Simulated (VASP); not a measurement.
## KMgPd3: single point with PBE

KMgPd3:

```
K Mg Pd
1.0
     4.87966    0.00000    0.00000
     0.00000    4.87966    0.00000
     0.00000    0.00000    4.87966
K Mg Pd
1 1 3
Direct
  0.50000 0.50000 0.50000
  0.00000 0.00000 0.00000
  0.50000 0.00000 0.00000
  0.00000 0.50000 0.00000
  0.00000 0.00000 0.50000
```

The cell was built from a structure type or drawn by symmetry, and may not be a known phase.

- Program: VASP 6.6.1
- Task: single point
- Functional: PBE
- Potentials or basis: VASP PAW PBE potentials, release 64 (K_sv, Mg, Pd)
- Cutoff: 600 eV
- k mesh: 8 × 8 × 8
- Occupations: gaussian, width 0.1 eV
- Spin: no spin polarisation
- Dipole correction: no
- Further INCAR settings: ALGO = Normal; EDIFF = 1e-06; NBANDS = 28

- Pressure: 0.1 GPa
- Band gap on the k mesh: zero (an odd number of electrons rules out a gap without spin polarisation)

Levels at points of the mesh, in eV from the Fermi level:
```
           k point  band 17  band 18  band 19  band 20  band 21  band 22  band 23  band 24
(0.00, 0.00, 0.00)    -0.82    -0.82    -0.82    -0.61     1.75     1.75     1.75     3.23
(0.50, 0.00, 0.00)    -1.23    -1.17    -1.17    -0.99    -0.82     2.96     2.96     3.90
(0.50, 0.50, 0.00)    -1.38    -1.23    -1.16    -1.00     0.44     0.44     1.21     5.04
(0.50, 0.50, 0.50)    -1.04    -0.77    -0.77    -0.77     1.44     1.44     1.44     1.90
```

Wall time 94 s on 1 thread of Intel(R) Xeon(R) Platinum 8259CL CPU @ 2.50GHz (Skylake/Cascade Lake), with other jobs on the host, peak memory 0.33 GiB.
